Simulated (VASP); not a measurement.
# Ti (P6_3/mmc) in VASP: notebook

Ti is run at these levels: PBE; tasks: relaxation of cell and atoms.

Everything below comes from runs of VASP 6.6.1. Logs are shortened: lines on timing, memory, paths and dates and some standing lists are left out, and cuts for length are marked.

### Step 1. The cell of the first run

The structure is hexagonal, space group P6_3/mmc (No. 194). The conventional cell has a = 2.950 Å, b = 2.950 Å, c = 4.680 Å, α = 90.00°, β = 90.00°, γ = 120.00°. Within 3.8 Å of Ti (site symmetry -6m2) lie 12 Ti at 2.89 to 2.95 Å.

### Step 2. Relaxation of cell and atoms, PBE

INCAR reads:

```
SYSTEM = Ti
  PREC = Accurate
  ENCUT = 600
  EDIFF = 1E-7
  ISMEAR = -1
  SIGMA = 0.05
  LREAL = .False.
  LASPH = .True.
  NELM = 80
  ALGO = Fast
  ISIF = 3
  LWAVE = .False.
  LCHARG = .False.
  GGA = PE
  IBRION = 2
  NSW = 60
  EDIFFG = -0.01
```

KPOINTS reads:

```
Automatic mesh
0
Gamma
  10 10 6
  0 0 0
```

POSCAR reads:

```
Ti
1.0
    2.9500000000      0.0000000000      0.0000000000
   -1.4750000000      2.5547749412      0.0000000000
    0.0000000000      0.0000000000      4.6800000000
Ti
2
Direct
    0.6666666667      0.3333333333      0.7500000000
    0.3333333333      0.6666666667      0.2500000000
```

Potentials or basis: VASP PAW PBE potentials, release 64 (Ti_sv).

Started as:

```sh
$ cat potpaw_PBE.64/Ti_sv/POTCAR > POTCAR
$ mpirun -np 1 vasp_std > vasp.out
```

OUTCAR:

```text
SYSTEM = Ti
   PREC = Accurate
   ENCUT = 600
   EDIFF = 1E-7
   ISMEAR = -1
   LREAL = .False.
   LASPH = .True.
   NELM = 80
   ISIF = 3
   GGA = PE
   IBRION = 2
   NSW = 60
   EDIFFG = -0.01

 ion  position               nearest neighbor table
   1  0.667  0.333  0.750-   2 2.89   2 2.89   2 2.89   2 2.89   2 2.89   2 2.89
   2  0.333  0.667  0.250-   1 2.89   1 2.89   1 2.89   1 2.89   1 2.89   1 2.89

  LATTYP: Found a hexagonal cell.
 ALAT       =     2.9500000000
 C/A-ratio  =     1.5864406780

  Lattice vectors:

 A1 = (   2.9500000000,   0.0000000000,   0.0000000000)
 A2 = (  -1.4750000000,   2.5547749412,   0.0000000000)
 A3 = (   0.0000000000,   0.0000000000,   4.6800000000)

Analysis of symmetry for initial positions (statically):
=====================================================================
 Subroutine PRICEL returns:
 Original cell was already a primitive cell.

 Routine SETGRP: Setting up the symmetry group for a
 hexagonal supercell.

 Subroutine GETGRP returns: Found 24 space group operations
 (whereof 12 operations were pure point group operations)
 out of a pool of 24 trial point group operations.

The static configuration has the point symmetry D_3d.
 The point group associated with its full space group is D_6h.

Analysis of symmetry for dynamics (positions and initial velocities):
=====================================================================
 Subroutine PRICEL returns:
 Original cell was already a primitive cell.

 Routine SETGRP: Setting up the symmetry group for a
 hexagonal supercell.

 Subroutine GETGRP returns: Found 24 space group operations
 (whereof 12 operations were pure point group operations)
 out of a pool of 24 trial point group operations.

The dynamic configuration has the point symmetry D_3d.
 The point group associated with its full space group is D_6h.

 Subroutine INISYM returns: Found 24 space group operations
 (whereof 12 operations are pure point group operations),
 and found     1 'primitive' translations

----------------------------------------------------------------------------------------

                                     Primitive cell

  volume of cell :      35.2712

  direct lattice vectors                    reciprocal lattice vectors
     2.950000000  0.000000000  0.000000000     0.338983051  0.195711956  0.000000000
[... 90 lines left out ...]
   IBRION =      2    ionic relax: 0-MD 1-quasi-New 2-CG
   NFREE  =      1    steps in history (QN), initial steepest desc. (CG)
   ISIF   =      3    stress and relaxation
   ISYM   =      2    0-nonsym 1-usesym 2-fastsym
   POTIM  = 0.5000    time-step for ionic-motion
   TEBEG  =    0.0;   TEEND  =   0.0 temperature during run
   PSTRESS=    0.0 pullay stress
   NELECT =      24.0000    total number of electrons
   NUPDOWN=      -1.0000    fix difference up-down
   EMIN   =  10.00;   EMAX   =-10.00  energy-range for DOS
   EFERMI =   0.00;   METHOD = LEGACY
   ISMEAR =    -1;   SIGMA  =   0.05  broadening in eV -4-tet -1-fermi 0-gaus
   EFERMI_NEDOS =   21; number of points for ismear=-14 and -15
   IALGO  =     68    algorithm
   IMIX   =      4    mixing-type and parameters
     AMIX     =   0.40;   BMIX     =  1.00
     AMIX_MAG =   1.60;   BMIX_MAG =  1.00
  volume/ion in A,a.u.               =      17.64       119.01
  Fermi-wavevector in a.u.,A,eV,Ry     =   1.439920  2.721055 28.209912  2.073370
  Thomas-Fermi vector in A             =   2.558722
   LORBIT       =      0    0 simple, 1 ext, 2 COOP (PROOUT), +10 PAW based schemes
   GGA     = PE    functional components
   LHFCALC =     F    Hartree Fock is set to
   AEXX    =    0.0000 exact exchange contribution
   IVDW    =     0    specifies the selected vdW correction
   LEPSILON=     F    determine dielectric tensor
   LRPA    =     F    only Hartree local field effects (RPA)
 conjugate gradient relaxation of ions
 non-spin polarized calculation
 RMM-DIIS sequential band-by-band and
  energy-cutoff  :      600.00
  volume of cell :       35.27
 maximum number of plane-waves:      1194
 NGX is ok and might be reduce to    24
   NGX = 11   NGY = 11   NGZ = 19

--------------------------------------- Ionic step        1  -------------------------------------------

 number of electron      23.9999997 magnetization

 Free energy of the ion-electron system (eV)
  ---------------------------------------------------
  ext. energy  EPLUGINS =         0.00000000
  ---------------------------------------------------
  free energy    TOTEN  =       -15.67531893 eV

  energy without entropy =      -15.65567521  energy(sigma->0) =      -15.66549707

------------------------ aborting loop because EDIFF is reached ----------------------------------------

  FORCE on cell =-STRESS in cart. coord.  units (eV):
  Direction    XX          YY          ZZ          XY          YZ          ZX
  --------------------------------------------------------------------------------------
  -------------------------------------------------------------------------------------
  Total       -0.3497780     -0.3497780     -0.4367461     -0.0000000      0.0000000      0.0000000
  in kB      -15.8884874    -15.8884874    -19.8389697     -0.0000000      0.0000000      0.0000000
  external PRESSURE =     -17.2053149 kB  Pullay stress =       0.0000000 kB
[... 167 lines left out ...]
--------------------------------------- Ionic step        6  -------------------------------------------

 number of electron      23.9999994 magnetization

 Free energy of the ion-electron system (eV)
  ---------------------------------------------------
  ext. energy  EPLUGINS =         0.00000000
  ---------------------------------------------------
  free energy    TOTEN  =       -15.67845422 eV

  energy without entropy =      -15.65891653  energy(sigma->0) =      -15.66868537

 E-fermi :   8.3293     XC(G=0): -11.4984

 val. band max:        8.3164623144   @ k =   0.1000   0.0000   0.1667
 cond. band min:       8.3483883068   @ k =   0.0000   0.0000   0.3333
 fundamental gap:      0.0319259923
 Fermi energy:         8.3292707730

 k-point     1 :       0.0000    0.0000    0.0000
  band No.  band energies     occupation
      1     -48.5236      2.00000
      2     -48.3854      2.00000
      3     -25.1146      2.00000
      4     -24.4702      2.00000
      5     -24.4702      2.00000
      6     -24.4027      2.00000
[... 433 lines left out ...]
      3     -24.9603      2.00000
      4     -24.8453      2.00000
      5     -24.7413      2.00000
      6     -24.6169      2.00000
[... 8 lines left out ...]
     15       9.5042      0.00000
     16      11.3876      0.00000

 [... further k-points ...]
[... 5 lines left out ...]
  --------------------------------------------------------------------------------------
  -------------------------------------------------------------------------------------
  Total       -0.0109400     -0.0109400     -0.0131194     -0.0000000      0.0000000      0.0000000
  in kB       -0.5046874     -0.5046874     -0.6052273     -0.0000000      0.0000000      0.0000000
  external PRESSURE =      -0.5382007 kB  Pullay stress =       0.0000000 kB
[... 17 lines left out ...]
  FREE ENERGIE OF THE ION-ELECTRON SYSTEM (eV)
  ---------------------------------------------------
  free  energy   TOTEN  =       -15.6784542184 eV

  energy  without entropy=      -15.6589165314  energy(sigma->0) =      -15.66868537

 reached required accuracy - stopping structural energy minimisation
```

OSZICAR:

```text
N       E                     dE             d eps       ncg     rms          rms(c)
DAV:   1     0.262072955057E+03    0.26207E+03   -0.14768E+04  1792   0.203E+03
DAV:   2     0.116683587883E+02   -0.25040E+03   -0.24901E+03  1832   0.521E+02
DAV:   3    -0.165318821577E+02   -0.28200E+02   -0.28053E+02  3536   0.140E+02
[... 186 lines left out ...]
RMM:   9    -0.156784536931E+02   -0.24595E-06   -0.29191E-06  2009   0.951E-03    0.486E-04
RMM:  10    -0.156784538922E+02   -0.19917E-06   -0.21712E-06  1917   0.779E-03    0.210E-04
RMM:  11    -0.156784540316E+02   -0.13939E-06   -0.15843E-06  1733   0.663E-03    0.109E-04
RMM:  12    -0.156784541374E+02   -0.10574E-06   -0.11749E-06  1595   0.569E-03    0.124E-04
RMM:  13    -0.156784542184E+02   -0.80991E-07   -0.93133E-07  1482   0.507E-03
   6 F= -.15678454E+02 E0= -.15668685E+02  d E =-.645923E-04
```

Wall time 5.6 min (1 thread of Intel Xeon Platinum 8259CL at 2.50GHz (Skylake/Cascade Lake), shared host); peak memory 0.18 GiB.

Results:

```yaml
Free_energy: -15.6785 eV
Relaxed_volume: 17.36 Å³/atom
Relaxed_cell: a = 2.939 Å, b = 2.939 Å, c = 4.643 Å, α = 90.00°, β = 90.00°, γ = 120.00°
Space_group_after_relaxing_to_0.05_Å: P6_3/mmc (No. 194)
Energy_gained_by_relaxing: 1.6 meV/atom
Ionic_steps: 6
Pressure_after_relaxing: -0.1 GPa
Band_gap_on_the_k_mesh: zero (band 12 reaches 9.11 eV, above the bottom of band 13 at 8.11 eV)
```

Step by step:
| step | energy change (eV) | largest force (eV/Å) | pressure (GPa) | volume (Å³) |
| --- | --- | --- | --- | --- |
| 1 | 0.0000 | 0.0000 | -1.72 | 35.27 |
| 2 | -0.0015 | 0.0000 | 1.25 | 34.31 |
| 3 | -0.0031 | 0.0000 | 0.06 | 34.71 |
| 4 | -0.0031 | 0.0000 | -0.03 | 34.73 |
| 5 | -0.0031 | 0.0000 | -0.05 | 34.73 |
| 6 | -0.0031 | 0.0000 | -0.05 | 34.73 |

Final structure:
```xyz
2
Lattice="2.9389 0.0000 0.0000 -1.4695 2.5452 0.0000 0.0000 0.0000 4.6429" Properties=species:S:1:pos:R:3 pbc="T T T"
Ti    1.4695    0.8484    3.4822
Ti    0.0000    1.6968    1.1607
```

### Step 3. Relaxation of cell and atoms, PBE, target pressure 2 GPa, at which the enthalpy is minimised

INCAR reads:

```
SYSTEM = Ti
  PREC = Accurate
  ENCUT = 600
  EDIFF = 1E-7
  ISMEAR = -1
  SIGMA = 0.05
  LREAL = .FALSE.
  LASPH = .TRUE.
  NELM = 80
  ALGO = Normal
  ISIF = 3
  LWAVE = .FALSE.
  LCHARG = .FALSE.
  GGA = PE
  IBRION = 2
  NSW = 60
  EDIFFG = -0.01
  PSTRESS = 20.0
```

KPOINTS reads:

```
regular mesh
0
G
  10 10 6
  0 0 0
```

POSCAR is that of step 2.

Potentials or basis: VASP PAW PBE potentials, release 64 (Ti_sv).

Started as:

```sh
$ cat potpaw_PBE.64/Ti_sv/POTCAR > POTCAR
$ mpirun -np 1 vasp_std > vasp.out
```

Run time: 2 min. Hardware: 1 thread of Intel Xeon Platinum 8259CL at 2.50GHz (Skylake/Cascade Lake), shared host; peak memory 0.18 GiB.

The run converged. Its results:

| Quantity | Value |
| --- | --- |
| Free energy | -15.6745 eV |
| Relaxed volume | 17.04 Å³/atom |
| Relaxed cell | a = 2.921 Å, b = 2.921 Å, c = 4.614 Å, α = 90.00°, β = 90.00°, γ = 120.00° |
| Space group after relaxing (to 0.05 Å) | P6_3/mmc (No. 194) |
| Energy change on relaxing (the enthalpy is what falls) | +0.4 meV/atom |
| Ionic steps | 6 |
| Pressure after relaxing | 2.1 GPa |
| Band gap on the k mesh | zero (band 12 reaches 9.32 eV, above the bottom of band 13 at 8.32 eV) |

The path:
```csv
step,energy change (eV),largest force (eV/Å),pressure (GPa),volume (Å³)
1,0.0000,0.0000,-1.71,35.27
2,0.0203,0.0000,5.20,33.23
3,0.0006,0.0000,1.99,34.11
4,0.0009,0.0000,2.07,34.09
5,0.0009,0.0000,2.07,34.09
6,0.0008,0.0000,2.07,34.09
```

Final structure:
```xyz
2
Lattice="2.9206 0.0000 0.0000 -1.4603 2.5293 0.0000 0.0000 0.0000 4.6145" Properties=species:S:1:pos:R:3 pbc="T T T"
Ti    1.4603    0.8431    3.4608
Ti    0.0000    1.6862    1.1536
```

Levels at points of the mesh, in eV from the Fermi level:
| k point | band 8 | band 9 | band 10 | band 11 | band 12 | band 13 | band 14 | band 15 | band 16 |
| --- | --- | --- | --- | --- | --- | --- | --- | --- | --- |
| (0.00, 0.00, 0.00) | -32.64 | -6.25 | -2.73 | 0.79 | 0.79 | 0.85 | 0.92 | 1.31 | 1.31 |
| (0.50, 0.00, 0.00) | -32.72 | -2.37 | -2.20 | -1.88 | -0.61 | 0.48 | 0.66 | 1.22 | 3.42 |
| (0.00, 0.00, 0.50) | -32.70 | -4.36 | -4.36 | 0.10 | 0.10 | 0.69 | 0.69 | 0.69 | 0.69 |
| (0.50, 0.00, 0.50) | -32.81 | -2.58 | -2.58 | -0.82 | -0.82 | 1.38 | 1.38 | 1.77 | 1.77 |

Caveat: the cell is relaxed towards a set pressure, so the enthalpy falls and the energy may rise.

(Continued in part 2 of 2.)
